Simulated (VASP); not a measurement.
Crystal: Y5N.

```
Y N
1.0
     0.00000    3.96723    3.96723
     3.96723    0.00000    3.96723
     3.96723    3.96723    0.00000
Y N
5 1
Direct
  0.12500 0.62500 0.62500
  0.62500 0.62500 0.62500
  0.62500 0.12500 0.62500
  0.62500 0.62500 0.12500
  0.25000 0.25000 0.25000
  0.00000 0.00000 0.00000
```

The cell was generated, and may not be a known phase.

```yaml
Program: VASP 6.6.1
Task: relaxation of cell and atoms
Functional: PBE
Potentials_or_basis: VASP PAW PBE potentials, release 64 (Y_sv, N)
Cutoff: 600 eV
k_mesh: 4 × 4 × 4
Occupations: gaussian, width 0.1 eV
Spin: no spin polarisation
```

At the start: pressure 21.3 GPa; volume 20.81 Å³/atom.

Question: How do energy, volume and symmetry change on relaxing?

Answer: Over 5 steps the energy falls by 509.7 meV/atom and the volume is 30.74 Å³/atom (+47.7 %); space group F-43m (No. 216, to 0.1 Å) before and after.

Step by step:
```tsv
step	energy change (eV)	largest force (eV/Å)	pressure (GPa)	volume (Å³)
1	0.0000	0.2036	21.29	124.88
2	-3.0345	0.4313	0.32	181.85
3	-3.0357	0.4423	-0.01	183.73
4	-3.0576	0.0764	-0.07	184.34
5	-3.0583	0.0042	-0.07	184.47
```

Final structure:
```
Y N
1.0
     0.00000    4.51819    4.51819
     4.51819    0.00000    4.51819
     4.51819    4.51819    0.00000
Y N
5 1
Direct
  0.12774 0.62409 0.62409
  0.62409 0.62409 0.62409
  0.62409 0.12774 0.62409
  0.62409 0.62409 0.12774
  0.25000 0.25000 0.25000
  0.00000 0.00000 0.00000
```

Caveat: the volume moved by over 15 % at a fixed basis, so the end points are rough.
